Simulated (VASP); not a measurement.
# AgI (P6_3mc) in VASP: a series of runs, part 2 of 2

VASP 6.6.1.

## 3. Single point, LDA (in-plane strain -0.01, then relaxed in part)

Input file INCAR:

```
PREC     = Accurate       # precision mode
ENCUT    = 500            # plane-wave cutoff, eV
EDIFF    = 1E-6           # SCF threshold, eV
ISMEAR   = 0              # smearing method
SIGMA    = 0.01           # smearing width, eV
LREAL    = F              # projectors in reciprocal space
LASPH    = T              # aspherical terms in the spheres
NELM     = 120            # most SCF steps
ALGO     = Normal         # electronic algorithm
ISIF     = 2              # what is computed and relaxed
LWAVE    = F              # write WAVECAR
LCHARG   = F              # write CHGCAR
NBANDS   = 26             # bands
GGA_COMPAT= F
```

Input file KPOINTS:

```
regular mesh
0
Gamma
  6 6 4
```

Input file POSCAR:

```
AgI
1.0
    4.4401397945      0.0000000000      0.0000000000
   -2.2200698972      3.8452738584      0.0000000000
    0.0000000000      0.0000000000      7.4294596705
Ag I
2 2
Direct
    0.6666666667      0.3333333333      0.6307927834
    0.3333333333      0.6666666667      0.1307927834
    0.6666666667      0.3333333333     -0.0007927834
    0.3333333333      0.6666666667      0.4992072166
```

Potentials or basis: VASP PAW LDA potentials, release 64 (Ag, I).

The run is started by

```console
$ cat potpaw_LDA.64/Ag/POTCAR potpaw_LDA.64/I/POTCAR > POTCAR
$ mpirun -np 1 vasp_std > vasp.out
```

OUTCAR:

```text
PREC = Accurate
   ENCUT = 500
   EDIFF = 1E-6
   ISMEAR = 0
   LREAL = F
   LASPH = T
   NELM = 120
   ISIF = 2

 ion  position               nearest neighbor table
   1  0.667  0.333  0.631-   3 2.74   4 2.74   4 2.74   4 2.74
   2  0.333  0.667  0.131-   4 2.74   3 2.74   3 2.74   3 2.74
   3  0.667  0.333  0.999-   1 2.74   2 2.74   2 2.74   2 2.74
   4  0.333  0.667  0.499-   2 2.74   1 2.74   1 2.74   1 2.74

  LATTYP: Found a hexagonal cell.
 ALAT       =     4.4401397945
[... 801 lines left out ...]

  FORCE on cell =-STRESS in cart. coord.  units (eV):
  Direction    XX          YY          ZZ          XY          YZ          ZX
  --------------------------------------------------------------------------------------
  -------------------------------------------------------------------------------------
  Total        0.3810330      0.3810330      0.0074669      0.0000000      0.0000000      0.0000000
  in kB        4.8127362      4.8127362      0.0943121      0.0000000      0.0000000      0.0000000
  external PRESSURE =       3.2399282 kB  Pullay stress =       0.0000000 kB

 VOLUME and BASIS-vectors are now :
 -----------------------------------------------------------------------------
  energy-cutoff  :      500.00
  volume of cell :      126.85
      direct lattice vectors                 reciprocal lattice vectors
     4.440139795  0.000000000  0.000000000     0.225218134  0.130029750  0.000000000
    -2.220069897  3.845273858  0.000000000     0.000000000  0.260059501  0.000000000
     0.000000000  0.000000000  7.429459671     0.000000000  0.000000000  0.134599290

 POSITION                                       TOTAL-FORCE (eV/Angst)
 -----------------------------------------------------------------------------------
      2.22007      1.28176      4.68645        -0.000000      0.000000      0.000017
     -0.00000      2.56352      0.97172         0.000000     -0.000000      0.000017
      2.22007      1.28176      7.42357         0.000000     -0.000000     -0.000017
     -0.00000      2.56352      3.70884        -0.000000      0.000000     -0.000017
 -----------------------------------------------------------------------------------
    total drift:                               -0.000000     -0.000000      0.000449

  FREE ENERGIE OF THE ION-ELECTRON SYSTEM (eV)
  ---------------------------------------------------
  free  energy   TOTEN  =       -12.2412026054 eV

  energy  without entropy=      -12.2412026054  energy(sigma->0) =      -12.24120261
```

OSZICAR:

```text
N       E                     dE             d eps       ncg     rms          rms(c)
DAV:   1     0.198962421957E+03    0.19896E+03   -0.15704E+04  1092   0.117E+03
DAV:   2    -0.268692468186E+01   -0.20165E+03   -0.19482E+03  1232   0.238E+02
DAV:   3    -0.123195655866E+02   -0.96326E+01   -0.95746E+01  1340   0.512E+01
DAV:   4    -0.124939868694E+02   -0.17442E+00   -0.17435E+00  1352   0.681E+00
DAV:   5    -0.124953535110E+02   -0.13666E-02   -0.13666E-02  1246   0.662E-01    0.905E+00
DAV:   6    -0.122563349190E+02    0.23902E+00   -0.87079E-01  1128   0.992E+00    0.651E+00
DAV:   7    -0.122448388227E+02    0.11496E-01   -0.12436E-01  1132   0.167E+00    0.223E+00
DAV:   8    -0.122413039687E+02    0.35349E-02   -0.52811E-03  1162   0.627E-01    0.305E-01
DAV:   9    -0.122411987755E+02    0.10519E-03   -0.15423E-03  1208   0.342E-01    0.629E-02
DAV:  10    -0.122411978785E+02    0.89697E-06   -0.53930E-05  1172   0.836E-02    0.286E-02
DAV:  11    -0.122412037303E+02   -0.58518E-05   -0.23283E-05  1194   0.347E-02    0.210E-02
DAV:  12    -0.122412029302E+02    0.80006E-06   -0.14414E-05  1114   0.408E-02    0.713E-03
DAV:  13    -0.122412026054E+02    0.32477E-06   -0.22227E-06   808   0.148E-02
   1 F= -.12241203E+02 E0= -.12241203E+02  d E =-.967805E-51
```

stdout:

```text
POSCAR found type information on POSCAR AgI
 POSCAR found :  2 types and       4 ions
 scaLAPACK will be used
 LDA part: xc-table for (Slater(with rela. corr.)+CA(PZ))
 , standard interpolation
 POSCAR, INCAR and KPOINTS ok, starting setup
 FFT: planning ... GRIDC
 FFT: planning ... GRID_SOFT
 FFT: planning ... GRID
 WAVECAR not read
 entering main loop
```

Run time: 26 s. Hardware: 1 thread of Intel Xeon 6975P-C (Granite Rapids), shared host; peak memory 0.21 GiB.

What came out:

* Free energy: -12.2412 eV
* Pressure: 0.3 GPa
* Band gap on the k mesh: 1.11 eV

Caveat: the cell differs from its parent crystal (in-plane strain -0.01, then relaxed in part); spin-orbit coupling is left out, which moves the levels of the heavy elements.

## 4. Single point, LDA (film at in-plane strain -0.01)

Input file INCAR:

```
SYSTEM = AgI
ALGO = Normal ; EDIFF = 1E-6
ENCUT = 500 ; GGA = CA
GGA_COMPAT = .False. ; ISIF = 2
ISMEAR = 0 ; LASPH = .True.
LCHARG = .True. ; LELF = .True.
LREAL = .False. ; LVHAR = .True.
LWAVE = .False. ; NBANDS = 26
NELM = 120 ; PREC = Accurate
SIGMA = 0.01
```

Input file KPOINTS:

```
k-points
0
Gamma
  6 6 4
  0 0 0
```

POSCAR is that of step 3.

The run is started by

```console
$ cat potpaw_LDA.64/Ag/POTCAR potpaw_LDA.64/I/POTCAR > POTCAR
$ mpirun -np 1 vasp_std > vasp.out
```

Run time: 22 s. Hardware: 1 thread of Intel Xeon 6975P-C (Granite Rapids), shared host; peak memory 0.22 GiB.

It converged, with:

```yaml
Free_energy: -12.2412 eV
Pressure: 0.3 GPa
Band_gap_on_the_k_mesh: 1.11 eV
```

Stress tensor (GPa, compression positive):
```
0.48 0.00 0.00
0.00 0.48 0.00
0.00 0.00 0.01
```

Levels at points of the mesh, in eV from the valence-band top:
| k point | band 14 | band 15 | band 16 | band 17 | band 18 | band 19 | band 20 | band 21 | band 22 | band 23 |
| --- | --- | --- | --- | --- | --- | --- | --- | --- | --- | --- |
| (0.00, 0.00, 0.00) | -0.84 | -0.84 | -0.10 | 0.00 | 0.00 | 1.11 | 2.54 | 5.46 | 5.58 | 5.58 |
| (0.50, 0.00, 0.00) | -2.95 | -2.58 | -2.05 | -1.31 | -0.80 | 3.15 | 3.40 | 4.45 | 5.73 | 5.98 |
| (0.00, 0.00, 0.50) | -2.01 | -0.44 | -0.44 | -0.44 | -0.44 | 2.52 | 2.52 | 5.42 | 5.42 | 5.93 |
| (0.50, 0.00, 0.50) | -3.21 | -1.53 | -1.53 | -1.43 | -1.43 | 2.93 | 2.93 | 4.65 | 4.65 | 7.21 |

Caveat: the cell differs from its parent crystal (film at in-plane strain -0.01); spin-orbit coupling is left out, which moves the levels of the heavy elements.

## 5. Single point, LDA (in-plane strain -0.005, then relaxed in part)

Input file INCAR:

```
SYSTEM = AgI
PREC     = Accurate       ! precision mode
ENCUT    = 500            ! plane-wave cutoff, eV
EDIFF    = 1E-6           ! SCF threshold, eV
ISMEAR   = 0              ! smearing method
SIGMA    = 0.01           ! smearing width, eV
LREAL    = .False.        ! projectors in reciprocal space
LASPH    = .True.         ! aspherical terms in the spheres
NELM     = 120            ! most SCF steps
ALGO     = Normal         ! electronic algorithm
ISIF     = 2              ! what is computed and relaxed
LWAVE    = .False.        ! write WAVECAR
LCHARG   = .True.         ! write CHGCAR
GGA      = CA             ! functional
LELF     = .True.         ! ELF
LVHAR    = .True.       
NBANDS   = 26             ! bands
GGA_COMPAT= .False.
```

Input file KPOINTS:

```
regular mesh
0
Gamma
  6 6 4
  0 0 0
```

Input file POSCAR:

```
AgI
1.0
    4.4625647430      0.0000000000      0.0000000000
   -2.2312823715      3.8646944334      0.0000000000
    0.0000000000      0.0000000000      7.3876404086
Ag I
2 2
Direct
    0.6666666667      0.3333333333      0.6293111479
    0.3333333333      0.6666666667      0.1293111479
    0.6666666667      0.3333333333      0.0006888521
    0.3333333333      0.6666666667      0.5006888521
```

The run is started by

```console
$ cat potpaw_LDA.64/Ag/POTCAR potpaw_LDA.64/I/POTCAR > POTCAR
$ mpirun -np 1 vasp_std > vasp.out
```

Run time: 26 s. Hardware: 1 thread of Intel Xeon 6975P-C (Granite Rapids), shared host; peak memory 0.23 GiB.

It converged, with:

```
Free energy            : -12.2440 eV
Pressure               : 0.2 GPa
Band gap on the k mesh : 1.12 eV
```

Stress tensor (GPa, compression positive):
```
 0.24  0.00  0.00
 0.00  0.24  0.00
 0.00  0.00 -0.01
```

Levels at points of the mesh, in eV from the valence-band top:
```csv
k point,band 15,band 16,band 17,band 18,band 19,band 20,band 21,band 22
"(0.00, 0.00, 0.00)",-0.84,-0.09,0.00,0.00,1.12,2.47,5.55,5.55
"(0.50, 0.00, 0.00)",-2.56,-2.05,-1.27,-0.81,3.17,3.36,4.49,5.78
"(0.00, 0.00, 0.50)",-0.44,-0.44,-0.44,-0.44,2.50,2.50,5.43,5.43
"(0.50, 0.00, 0.50)",-1.48,-1.48,-1.43,-1.43,2.97,2.97,4.65,4.65
```

Caveat: the cell differs from its parent crystal (in-plane strain -0.005, then relaxed in part); spin-orbit coupling is left out, which moves the levels of the heavy elements.

## 6. The runs side by side

```csv
cell,gap on the mesh (eV),pressure (GPa)
"a = 4.440, b = 4.440, c = 7.385 Å, angles 90.0, 90.0, 120.0°, 4 atoms, in-plane strain -0.01",1.11,0.6
"a = 4.440, b = 4.440, c = 7.429 Å, angles 90.0, 90.0, 120.0°, 4 atoms, film at in-plane strain -0.01",1.11,0.3
"a = 4.463, b = 4.463, c = 7.388 Å, angles 90.0, 90.0, 120.0°, 4 atoms, in-plane strain -0.005, then relaxed in part",1.12,0.2
```

Alike in all rows: task single point; level LDA; potentials or basis VASP PAW LDA potentials, release 64 (Ag, I); no spin polarisation; k mesh 6 × 6 × 4; cutoff (eV) 500; smearing gaussian 0.01 eV.

Caveats: spin-orbit coupling is left out, which moves the levels of the heavy elements.

Absolute energies hang on the potentials; compare differences alone.
